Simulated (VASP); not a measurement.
TeF: relaxation of cell and atoms with PBE

Crystal: TeF.

```
Te F
1.0
     0.00000    3.67534    3.67534
     3.67534    0.00000    3.67534
     3.67534    3.67534    0.00000
Te F
2 2
Direct
  0.75000 0.75000 0.75000
  0.50000 0.50000 0.50000
  0.25000 0.25000 0.25000
  0.00000 0.00000 0.00000
```

The cell was built from a structure type or drawn by symmetry, and may not be a known phase.

```
Program                : VASP 6.6.1
Task                   : relaxation of cell and atoms
Functional             : PBE
Potentials or basis    : VASP PAW PBE potentials, release 64 (Te, F)
Cutoff                 : 600 eV
k mesh                 : 4 × 4 × 4
Occupations            : gaussian, width 0.1 eV
Spin                   : no spin polarisation
Dipole correction      : no
Further INCAR settings : ALGO = Normal; EDIFF = 1e-06; IBRION = 2; EDIFFG = -0.04; NSW = 90; ISIF = 3
```

```
Relaxed volume                        : 18.53 Å³/atom
Relaxed cell                          : a = 4.715 Å, b = 4.715 Å, c = 4.715 Å, α = 60.00°, β = 60.00°, γ = 60.00°
Space group after relaxing (to 0.1 Å) : Fd-3m (No. 227)
Energy gained by relaxing             : 312.0 meV/atom
Ionic steps                           : 3
Pressure after relaxing               : -0.1 GPa
Band gap on the k mesh                : zero (bands 13 and 14 overlap by 0.94 eV)
```

Step by step:
| step | energy change (eV) | largest force (eV/Å) | pressure (GPa) | volume (Å³) |
| --- | --- | --- | --- | --- |
| 1 | 0.0000 | 0.0000 | -11.78 | 99.29 |
| 2 | -1.2427 | 0.0000 | -1.30 | 75.30 |
| 3 | -1.2479 | 0.0000 | -0.11 | 74.13 |

Final structure:
```
Te F
1.0
     0.00000    3.33423    3.33423
     3.33423    0.00000    3.33423
     3.33423    3.33423    0.00000
Te F
2 2
Direct
  0.75000 0.75000 0.75000
  0.50000 0.50000 0.50000
  0.25000 0.25000 0.25000
  0.00000 0.00000 0.00000
```

Levels at points of the mesh, in eV from the Fermi level:
```tsv
k point	band 9	band 10	band 11	band 12	band 13	band 14	band 15	band 16	band 17
(0.00, 0.00, 0.00)	-3.18	-3.18	-3.02	-3.02	-3.02	1.13	1.13	1.13	6.39
(0.50, 0.00, 0.00)	-3.56	-2.69	-1.80	-1.80	-1.21	1.81	1.81	3.19	8.50
(0.50, 0.50, 0.00)	-2.18	-2.18	-1.65	-1.65	-0.25	-0.25	3.31	3.31	7.98
```

Run time: 35 s on 1 thread of Intel(R) Xeon(R) Platinum 8481C CPU @ 2.70GHz (Sapphire Rapids) (shared host), peak memory 0.27 GiB.

Caveat: the k points lie up to 0.41 Å⁻¹ apart in the final cell, too coarse for converged energies and pressures of a metal; the volume moved by over 15 % at a fixed basis, so the end points are rough; spin-orbit coupling is left out, which moves the levels of the heavy elements.
